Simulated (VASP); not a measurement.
Write the native input for VASP 6.6.1 that does the following.

```
Task                   : relaxation of the atoms
Functional             : PBEsol
Potentials or basis    : VASP PAW PBE potentials, release 64 (Ni, Al)
Cutoff                 : 520 eV
k mesh                 : 9 × 9 × 1
Occupations            : gaussian, width 0.1 eV
Spin                   : no spin polarisation
Dipole correction      : yes
Further INCAR settings : ALGO = Normal; EDIFF = 1e-07; NELMDL = -8; IBRION = 2; EDIFFG = -0.02; NSW = 80
```

The structure of Al7Ni8 lies in POSCAR:

```
Al7Ni8
1.0
    4.0477133473      0.0000000000      0.0000000000
   -2.0238566737      3.5054225860      0.0000000000
    0.0000000000      0.0000000000     26.5673043804
Ni Al
8 7
Direct
    0.3333333333      0.6666666667      0.2823018810
    0.0000000000      0.0000000000      0.3445013436
    0.6666666667      0.3333333333      0.4067008061
    0.3333333333      0.6666666667      0.4689002687
    0.0000000000      0.0000000000      0.5310997313
    0.6666666667      0.3333333333      0.5932991939
    0.3333333333      0.6666666667      0.6554986564
    0.0000000000      0.0000000000      0.7176981190
    0.6666666667      0.3333333333      0.3134016123
    0.3333333333      0.6666666667      0.3756010749
    0.0000000000      0.0000000000      0.4378005374
    0.6666666667      0.3333333333      0.5000000000
    0.3333333333      0.6666666667      0.5621994626
    0.0000000000      0.0000000000      0.6243989251
    0.6666666667      0.3333333333      0.6865983877
```

The input as run:

INCAR

```
ALGO = Normal ; DIPOL = 0.5 0.5 0.500
EDIFF = 1E-7 ; EDIFFG = -0.02
ENCUT = 520 ; GGA = PS
GGA_COMPAT = False ; IBRION = 2
IDIPOL = 3 ; ISIF = 2
ISMEAR = 0 ; KPAR = 4
LASPH = True ; LCHARG = False
LDIPOL = True ; LREAL = False
LWAVE = False ; NELM = 120
NELMDL = -8 ; NELMIN = 4
NSW = 80 ; PREC = Accurate
SIGMA = 0.1
```

KPOINTS

```
k-points
0
Gamma
  9 9 1
```

Potentials or basis: VASP PAW PBE potentials, release 64 (Ni, Al).

Run with:

```bash
$ cat potpaw_PBE.64/Ni/POTCAR potpaw_PBE.64/Al/POTCAR > POTCAR
$ mpirun -np 4 vasp_std > vasp.out
```

It gave:

| Property | Result |
| --- | --- |
| Energy gained by relaxing | 31.8 meV/atom |
| Ionic steps | 12 |
| Largest force after relaxing | 0.014 eV/Å |
| Band gap on the k mesh | zero (an odd number of electrons rules out a gap without spin polarisation) |

Caveat: the PAW data sets were made with another functional, which shifts forces and pressure a little.

It took 34 min on 4 MPI ranks on Intel(R) Xeon(R) Platinum 8124M CPU @ 3.00GHz (Skylake/Cascade Lake), on a shared host, peak memory 0.61 GiB a rank.
